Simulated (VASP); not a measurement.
Write the native input for VASP 6.6.1 that does the following.

```
Task                   : relaxation of cell and atoms
Functional             : LDA
Potentials or basis    : VASP PAW LDA potentials, release 64 (Sc_sv)
Cutoff                 : 600 eV
k mesh                 : 6 × 6 × 6
Occupations            : fermi-dirac, width 0.05 eV
Spin                   : no spin polarisation
Dipole correction      : no
Further INCAR settings : ALGO = Normal; EDIFF = 1e-06; IBRION = 2; EDIFFG = -0.03; NSW = 80; ISIF = 3
```

The structure of Sc lies in POSCAR:

```
Sc
1.0
    3.6800000000      0.0000000000      0.0000000000
    0.0000000000      3.6800000000      0.0000000000
    0.0000000000      0.0000000000      3.6800000000
Sc
2
Direct
    0.0000000000      0.0000000000      0.0000000000
    0.5000000000      0.5000000000      0.5000000000
```

These files were run (other wordings do the same):

INCAR

```
SYSTEM = Sc
PREC = Accurate
ENCUT = 600
EDIFF = 1E-6
ISMEAR = -1
SIGMA = 0.05
LREAL = .FALSE.
LASPH = .TRUE.
NELM = 100
ALGO = Normal
ISIF = 3
LWAVE = .FALSE.
LCHARG = .FALSE.
GGA = CA
IBRION = 2
NSW = 80
EDIFFG = -0.03
```

KPOINTS

```
Automatic mesh
0
G
  6 6 6
  0 0 0
```

Potentials or basis: VASP PAW LDA potentials, release 64 (Sc_sv).

The run is started by

```sh
$ cat potpaw_LDA.64/Sc_sv/POTCAR > POTCAR
$ mpirun -np 1 vasp_std > vasp.out
```

Results of the run:

The relaxed volume is 22.88 Å³/atom and the relaxed cell is a = 3.577 Å, b = 3.577 Å, c = 3.577 Å, α = 90.00°, β = 90.00°, γ = 90.00°. The space group after relaxing (to 0.05 Å) is Im-3m (No. 229) and the energy gained by relaxing is 30.3 meV/atom. The ionic steps are 3 and the pressure after relaxing is 0.0 GPa. The band gap on the k mesh is zero (band 11 reaches 4.55 eV, above the bottom of band 12 at 3.79 eV).

It took 34 s on 1 thread of Intel(R) Xeon(R) Platinum 8259CL CPU @ 2.50GHz (Skylake/Cascade Lake), with other jobs on the host, peak memory 0.16 GiB.
